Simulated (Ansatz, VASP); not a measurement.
## One calculation of MgO, two programs

Contents of INCAR:

```
PREC     = Accurate       # precision mode
ENCUT    = 520            # plane-wave cutoff, eV
EDIFF    = 1E-7           # SCF threshold, eV
ISMEAR   = 0              # smearing method
SIGMA    = 0.05           # smearing width, eV
LREAL    = False          # projectors in reciprocal space
LASPH    = True           # aspherical terms in the spheres
NELM     = 80             # most SCF steps
ALGO     = Normal         # electronic algorithm
ISIF     = 2              # what is computed and relaxed
LWAVE    = False          # write WAVECAR
LCHARG   = True           # write CHGCAR
GGA      = CA             # functional
LELF     = True           # ELF
LVHAR    = True         
NBANDS   = 16             # bands
```

The input KPOINTS:

```
Automatic mesh
0
Gamma
  6 6 6
```

The input POSCAR:

```
MgO
1.0
    3.5038097520      0.0000000000      0.0000000000
   -1.7519048760      3.0192917963      0.0000000000
    0.0000000000      0.0000000000      4.1780412200
Mg O
2 2
Direct
    0.6666666667      0.3333333333      0.7500000000
    0.3333333333      0.6666666667      0.2500000000
    0.6666666667      0.3333333333      0.2500000000
    0.3333333333      0.6666666667      0.7500000000
```

Input for Ansatz:

```yaml
crystal:
  lattice:
    - [3.503809752, 0.0, 0.0]
    - [-1.751904876, 3.0192917963, 0.0]
    - [0.0, 0.0, 4.17804122]
  atoms:
    - { symbol: Mg, position: [0.6666666667, 0.3333333333, 0.75] }
    - { symbol: Mg, position: [0.3333333333, 0.6666666667, 0.25] }
    - { symbol: O, position: [0.6666666667, 0.3333333333, 0.25] }
    - { symbol: O, position: [0.3333333333, 0.6666666667, 0.75] }
basis:
  ecutwfc: 420
kpoints:
  mp_grid: { grid: [6, 6, 6] }
hamiltonian:
  xc: lda
scf:
  occupations: { method: gaussian, width: 0.05 }
output:
  forces: true
  stress: true
  eigenvalues: true
```

Change from the starting cell: strain +0.0050 x Voigt [1, 0, 0, 0, 0, 0], atoms carried along.

Alike in both runs: task single point; functional LDA; k mesh 6 × 6 × 6; occupations gaussian, width 0.05 eV; no spin polarisation.

|  | VASP | Ansatz |
| --- | --- | --- |
| version | VASP 6.6.1 | Ansatz 0.2.0 |
| potentials or method | VASP PAW LDA potentials, release 64 (Mg, O), cutoff 520 eV | scalar-relativistic, plane waves, PAW |
| valence electrons in the cell | 16 | 32 |

```csv
,VASP,Ansatz,Ansatz less VASP
gap on the k mesh at the Fermi level (eV),3.31,3.32,+0.004
least direct gap on the mesh (eV),3.31,3.32,+0.004
pressure (GPa),-6.3,-4.6,+1.72
"traceless stress, the component that is largest in VASP (GPa)",-0.53,-0.46,+0.078
rms of the force components (eV/Å),0.022,0.021,-0.0005
```

LDA's correlation is that of Perdew and Zunger in VASP and of Perdew and Wang (1992) in Ansatz. Atom by atom the forces differ by 0.000 eV/Å (rms over components). VASP's potentials hold 16 valence electrons a cell and Ansatz's 32, so a difference there can come from the potentials and not from the codes.
